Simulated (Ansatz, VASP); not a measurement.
One calculation of Sb, two programs

```
Sb
1.0
     2.60452    0.00000    0.00000
     0.00000    3.25795    0.00000
     0.00000    0.00000    3.70881
Sb
1
Direct
  0.50000 0.50000 0.00000
```

Alike in both runs: task single point; functional PBE; k mesh 6 × 6 × 6; occupations gaussian, width 0.1 eV; no spin polarisation.

|  | VASP | Ansatz |
| --- | --- | --- |
| version | VASP 6.6.1 | Ansatz 0.2.0 |
| potentials or method | VASP PAW PBE potentials, release 64 (Sb), cutoff 520 eV | scalar-relativistic, plane waves, PAW |
| valence electrons in the cell | 5 | 15 |

```tsv
	VASP	Ansatz	Ansatz less VASP
gap on the k mesh at the Fermi level (eV)	none	none	-
pressure (GPa)	9.5	9.4	-0.13
traceless stress, the component that is largest in VASP (GPa)	30.63	30.36	-0.270
```

A gap of «none» marks a metal or a gap that the smearing closes. VASP's potentials hold 5 valence electrons a cell and Ansatz's 15, so a difference there can come from the potentials and not from the codes.

The k mesh is coarse, so the values compare programs but aren't converged. Neither program's run includes spin-orbit coupling.
